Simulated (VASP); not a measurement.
# AlN in VASP: notebook, part 2 of 2

VASP 6.6.1. Earlier steps stand in the parts before.

## 5. Single point, PBE (mode 4 frozen in at +0.000 Å and mode 10 at -0.060 Å (largest displacements))

INCAR reads:

```
SYSTEM = AlN
PREC = Accurate ; ENCUT = 520
EDIFF = 1E-7 ; ISMEAR = 0
SIGMA = 0.05 ; LREAL = .FALSE.
LASPH = .TRUE. ; NELM = 80
ALGO = Normal ; ISIF = 2
LWAVE = .FALSE. ; LCHARG = .TRUE.
GGA = PE ; LELF = .TRUE.
LVHAR = .TRUE. ; NBANDS = 16
```

KPOINTS reads:

```
Automatic mesh
0
G
  6 6 6
  0 0 0
```

POSCAR reads:

```
AlN
1.0
    0.0000000000     -2.2015682416     -2.2015682416
   -2.2015682416      0.0000000000     -2.2015682416
    2.2015682416      2.2015682416     -4.4031364832
Al N
2 2
Direct
   -0.0035370201     -0.0035370201     -0.0035370201
    0.4964629799      0.4964629799      0.4964629799
    0.3818133250      0.3818133250      0.8818133250
    0.8818133250      0.8818133250      0.3818133250
```

Potentials or basis: VASP PAW PBE potentials, release 64 (Al, N).

On the command line:

```sh
$ cat potpaw_PBE.64/Al/POTCAR potpaw_PBE.64/N/POTCAR > POTCAR
$ mpirun -np 1 vasp_std > vasp.out
```

OUTCAR:

```text
SYSTEM = AlN
   PREC = Accurate
   ENCUT = 520
   EDIFF = 1E-7
   ISMEAR = 0
   LREAL = .FALSE.
   LASPH = .TRUE.
   NELM = 80
   ISIF = 2
   GGA = PE

 ion  position               nearest neighbor table
   1  0.996  0.996  0.996-   3 1.86   3 1.86   3 1.96   4 1.96   2 3.11   2 3.11   2 3.11   2 3.11
                             2 3.11   2 3.11
   2  0.496  0.496  0.496-   4 1.86   4 1.86   3 1.96   4 1.96   1 3.11   1 3.11   1 3.11   1 3.11
                             1 3.11   1 3.11
   3  0.382  0.382  0.882-   1 1.86   1 1.86   1 1.96   2 1.96
   4  0.882  0.882  0.382-   2 1.86   2 1.86   1 1.96   2 1.96

  LATTYP: Found a trigonal (rhomboedric) cell.
 ALAT       =     5.3927188258
 COS(alpha) =     0.8333333333

  Lattice vectors:

 A1 = (   2.2015682416,   4.4031364832,  -2.2015682416)
 A2 = (   4.4031364832,   2.2015682416,  -2.2015682416)
 A3 = (   2.2015682416,   2.2015682416,  -4.4031364832)

Analysis of symmetry for initial positions (statically):
=====================================================================
 Subroutine PRICEL returns following result:

  LATTYP: Found a face centered cubic cell.
 ALAT       =     4.4031364832

  Lattice vectors:

 A1 = (   0.0000000000,  -2.2015682416,   2.2015682416)
 A2 = (   2.2015682416,  -2.2015682416,   0.0000000000)
 A3 = (   2.2015682416,   0.0000000000,   2.2015682416)

   2 primitive cells build up your supercell.

 Routine SETGRP: Setting up the symmetry group for a
 trigonal (rhombohedral) supercell.

 Subroutine GETGRP returns: Found  2 space group operations
 (whereof  2 operations were pure point group operations)
 out of a pool of 12 trial point group operations.

The static configuration has the point symmetry C_1h.

Analysis of symmetry for dynamics (positions and initial velocities):
=====================================================================
 Subroutine PRICEL returns following result:

  LATTYP: Found a face centered cubic cell.
 ALAT       =     4.4031364832

  Lattice vectors:

 A1 = (   0.0000000000,  -2.2015682416,   2.2015682416)
 A2 = (   2.2015682416,  -2.2015682416,   0.0000000000)
 A3 = (   2.2015682416,   0.0000000000,   2.2015682416)

   2 primitive cells build up your supercell.

 Routine SETGRP: Setting up the symmetry group for a
 trigonal (rhombohedral) supercell.

 Subroutine GETGRP returns: Found  2 space group operations
 (whereof  2 operations were pure point group operations)
 out of a pool of 12 trial point group operations.

The dynamic configuration has the point symmetry C_1h.

 Subroutine INISYM returns: Found  2 space group operations
 (whereof  2 operations are pure point group operations),
 and found     2 'primitive' translations

----------------------------------------------------------------------------------------

                                     Primitive cell

  volume of cell :      21.3416

  direct lattice vectors                    reciprocal lattice vectors
     0.000000000 -2.201568242  2.201568242    -0.227110834 -0.227110834  0.227110834
     2.201568242 -2.201568242  0.000000000     0.227110834 -0.227110834 -0.227110834
     2.201568242  0.000000000  2.201568242     0.227110834  0.227110834  0.227110834

[... 37 lines left out ...]

 Following reciprocal coordinates:
            Coordinates               Weight
  0.000000  0.000000  0.000000      1.000000
  0.166667  0.000000 -0.000000      4.000000
 -0.166667 -0.166667 -0.166667      2.000000
  0.333333  0.000000  0.000000      4.000000
 -0.333333 -0.333333 -0.333333      2.000000
  0.500000  0.000000  0.000000      2.000000
[... 16 lines left out ...]
  0.500000  0.333333  0.000000      4.000000
 -0.166667  0.333333  0.333333      4.000000
 [... further k-points ...]
   k-points           NKPTS =     68   k-points in BZ     NKDIM =     68   number of bands    NBANDS=     16
   number of dos      NEDOS =    301   number of ions     NIONS =      4
   total plane-waves  NPLWV =  23040
   dimension x,y,z NGX =    24 NGY =   24 NGZ =   40
   dimension x,y,z NGXF=    48 NGYF=   48 NGZF=   80
   ions per type =               2   2
   NGX,Y,Z   is equivalent  to a cutoff of  12.81, 12.81, 12.33 a.u.
   NGXF,Y,Z  is equivalent  to a cutoff of  25.63, 25.63, 24.66 a.u.
 SYSTEM =  AlN
   PREC   = accura    normal or accurate (medium, high low for compatibility)
   ISTART =      0    job   : 0-new  1-cont  2-samecut
   ICHARG =      2    charge: 1-file 2-atom 10-const
   ISPIN  =      1    spin polarized calculation?
   LNONCOLLINEAR =      F non collinear calculations
   LSORBIT =      F    spin-orbit coupling
   LASPH  =      T    aspherical Exc in radial PAW
   ENCUT  =  520.0 eV  38.22 Ry    6.18 a.u.   5.79  5.79 10.03*2*pi/ulx,y,z
   NELM   =     80;   NELMIN=  2; NELMDL= -5     # of ELM steps
   EDIFF  = 0.1E-06   stopping-criterion for ELM
   LREAL  =      F    real-space projection
   EDIFFG = 0.1E-05   stopping-criterion for IOM
   NSW    =      0    number of steps for IOM
   IBRION =     -1    ionic relax: 0-MD 1-quasi-New 2-CG
   NFREE  =      0    steps in history (QN), initial steepest desc. (CG)
   ISIF   =      2    stress and relaxation
   ISYM   =      2    0-nonsym 1-usesym 2-fastsym
   POTIM  = 0.5000    time-step for ionic-motion
   TEBEG  =    0.0;   TEEND  =   0.0 temperature during run
   PSTRESS=    0.0 pullay stress
   NELECT =      16.0000    total number of electrons
   NUPDOWN=      -1.0000    fix difference up-down
   EMIN   =  10.00;   EMAX   =-10.00  energy-range for DOS
   EFERMI =   0.00;   METHOD = LEGACY
   ISMEAR =     0;   SIGMA  =   0.05  broadening in eV -4-tet -1-fermi 0-gaus
   EFERMI_NEDOS =   21; number of points for ismear=-14 and -15
   IALGO  =     38    algorithm
   IMIX   =      4    mixing-type and parameters
     AMIX     =   0.40;   BMIX     =  1.00
     AMIX_MAG =   1.60;   BMIX_MAG =  1.00
  volume/ion in A,a.u.               =      10.67        72.01
  Fermi-wavevector in a.u.,A,eV,Ry     =   1.180400  2.230633 18.957611  1.393345
  Thomas-Fermi vector in A             =   2.316693
   LORBIT       =      0    0 simple, 1 ext, 2 COOP (PROOUT), +10 PAW based schemes
   GGA     = PE    functional components
   LHFCALC =     F    Hartree Fock is set to
   AEXX    =    0.0000 exact exchange contribution
   IVDW    =     0    specifies the selected vdW correction
   LEPSILON=     F    determine dielectric tensor
   LRPA    =     F    only Hartree local field effects (RPA)
 non-spin polarized calculation
 Gauss-broadening in eV      SIGMA  =   0.05
  energy-cutoff  :      520.00
  volume of cell :       42.68
 maximum number of plane-waves:      1168
   NGX = 11   NGY = 11   NGZ = 21

 number of electron      15.9999999 magnetization

 Free energy of the ion-electron system (eV)
  ---------------------------------------------------
  ext. energy  EPLUGINS =         0.00000000
  ---------------------------------------------------
  free energy    TOTEN  =       -29.57988854 eV

  energy without entropy =      -29.57988854  energy(sigma->0) =      -29.57988854

 E-fermi :   6.2784     XC(G=0): -10.8282

 val. band max:        5.9734110847   @ k =   0.0000   0.0000   0.0000
 cond. band min:       9.0415989288   @ k =   0.0000   0.5000   0.5000
 fundamental gap:      3.0681878441
 Fermi energy:         6.2783708285

 k-point     1 :       0.0000    0.0000    0.0000
  band No.  band energies     occupation
      1      -9.1003      2.00000
      2      -7.1381      2.00000
      3       0.0669      2.00000
      4       5.0413      2.00000
      5       5.3456      2.00000
      6       5.4975      2.00000
[... 433 lines left out ...]
      3       0.5293      2.00000
      4       1.2519      2.00000
      5       3.1161      2.00000
      6       3.9013      2.00000
[... 8 lines left out ...]
     15      18.4538      0.00000
     16      19.6316      0.00000

 [... further k-points ...]

------------------------ aborting loop because EDIFF is reached ----------------------------------------

  FORCE on cell =-STRESS in cart. coord.  units (eV):
  Direction    XX          YY          ZZ          XY          YZ          ZX
  --------------------------------------------------------------------------------------
  -------------------------------------------------------------------------------------
  Total        0.3124900      0.3124900     -0.0721469     -1.4814676      0.0022670      0.0022670
  in kB       11.7297921     11.7297921     -2.7081462    -55.6091561      0.0850957      0.0850957
  external PRESSURE =       6.9171460 kB  Pullay stress =       0.0000000 kB

 VOLUME and BASIS-vectors are now :
 -----------------------------------------------------------------------------
  energy-cutoff  :      520.00
  volume of cell :       42.68
      direct lattice vectors                 reciprocal lattice vectors
     0.000000000 -2.201568242 -2.201568242     0.113555417 -0.340666251 -0.113555417
    -2.201568242  0.000000000 -2.201568242    -0.340666251  0.113555417 -0.113555417
     2.201568242  2.201568242 -4.403136483     0.113555417  0.113555417 -0.113555417

 POSITION                                       TOTAL-FORCE (eV/Angst)
 -----------------------------------------------------------------------------------
      0.00000      0.00000     -8.77513        -0.000776     -0.000776     -1.237426
      0.00000      0.00000     -4.37199        -0.000776     -0.000776     -1.237426
      1.10078      1.10078     -5.56392         0.000776      0.000776      1.237426
     -1.10078     -1.10078     -5.56392         0.000776      0.000776      1.237426
 -----------------------------------------------------------------------------------
    total drift:                               -0.000096     -0.000096     -0.000302

  FREE ENERGIE OF THE ION-ELECTRON SYSTEM (eV)
  ---------------------------------------------------
  free  energy   TOTEN  =       -29.5798885381 eV

  energy  without entropy=      -29.5798885381  energy(sigma->0) =      -29.57988854
```

It took 35 s on 1 thread of Intel Xeon Platinum 8488C (Sapphire Rapids), shared host; peak memory 0.17 GiB.

What came out:

```yaml
Free_energy: -29.5799 eV
Pressure: 0.7 GPa
Largest_force: 1.237 eV/Å
Band_gap_on_the_k_mesh: 3.07 eV
```

Forces on the atoms (eV/Å):
```
Al  -0.001 -0.001 -1.237
Al  -0.001 -0.001 -1.237
N    0.001  0.001  1.237
N    0.001  0.001  1.237
```

Stress tensor (GPa, compression positive):
```
 1.17 -5.56  0.01
-5.56  1.17  0.01
 0.01  0.01 -0.27
```

Caveat: the cell differs from its parent crystal (mode 4 frozen in at +0.000 Å and mode 10 at -0.060 Å (largest displacements)); forces of over 1 eV/Å act on the atoms, so gaps and moduli don't describe the material at rest.

## 6. Single point, PBE (mode 4 frozen in at +0.000 Å and mode 10 at -0.030 Å (largest displacements))

Edit INCAR of step 5 so:

```diff
@@ -2,3 +2,3 @@
 PREC = Accurate ; ENCUT = 520
-EDIFF = 1E-7 ; ISMEAR = 0
+EDIFF = 1E-6 ; ISMEAR = 0
 SIGMA = 0.05 ; LREAL = .FALSE.
```

KPOINTS reads:

```
regular mesh
0
G
  6 6 6
  0 0 0
```

POSCAR reads:

```
AlN
1.0
    0.0000000000     -2.2015682416     -2.2015682416
   -2.2015682416      0.0000000000     -2.2015682416
    2.2015682416      2.2015682416     -4.4031364832
Al N
2 2
Direct
   -0.0017685100     -0.0017685100     -0.0017685100
    0.4982314900      0.4982314900      0.4982314900
    0.3784066625      0.3784066625      0.8784066625
    0.8784066625      0.8784066625      0.3784066625
```

Potentials or basis: VASP PAW PBE potentials, release 64 (Al, N).

On the command line:

```sh
$ cat potpaw_PBE.64/Al/POTCAR potpaw_PBE.64/N/POTCAR > POTCAR
$ mpirun -np 1 vasp_std > vasp.out
```

Run time: 42 s. Hardware: 1 thread of Intel Xeon Platinum 8488C (Sapphire Rapids), shared host; peak memory 0.17 GiB.

It converged, with:

```yaml
Free_energy: -29.6647 eV
Pressure: 0.0 GPa
Largest_force: 0.622 eV/Å
Band_gap_on_the_k_mesh: 3.19 eV
```

Forces on the atoms (eV/Å):
```
Al  -0.001 -0.001 -0.622
Al  -0.001 -0.001 -0.622
N    0.001  0.001  0.622
N    0.001  0.001  0.622
```

Stress tensor (GPa, compression positive):
```
 0.10 -2.76  0.01
-2.76  0.10  0.01
 0.01  0.01 -0.26
```

Levels at points of the mesh, in eV from the valence-band top:
| k point | band 5 | band 6 | band 7 | band 8 | band 9 | band 10 | band 11 | band 12 |
| --- | --- | --- | --- | --- | --- | --- | --- | --- |
| (0.00, 0.00, 0.00) | -0.56 | -0.24 | -0.12 | 0.00 | 3.86 | 7.06 | 9.60 | 10.81 |
| (0.50, 0.00, 0.00) | -2.36 | -2.36 | -1.29 | -1.29 | 5.69 | 5.69 | 9.69 | 9.69 |
| (0.50, 0.50, 0.50) | -2.37 | -2.37 | -1.39 | -1.39 | 5.71 | 5.71 | 9.73 | 9.73 |
| (0.50, 0.50, 0.00) | -1.95 | -1.78 | -0.71 | -0.56 | 3.19 | 7.06 | 8.35 | 9.60 |
| (0.00, 0.50, 0.50) | -1.86 | -1.86 | -0.63 | -0.49 | 3.19 | 7.02 | 8.34 | 9.55 |
| (0.00, 0.00, 0.50) | -0.49 | -0.49 | -0.33 | -0.33 | 6.16 | 6.16 | 10.63 | 10.63 |

Caveat: the cell differs from its parent crystal (mode 4 frozen in at +0.000 Å and mode 10 at -0.030 Å (largest displacements)).
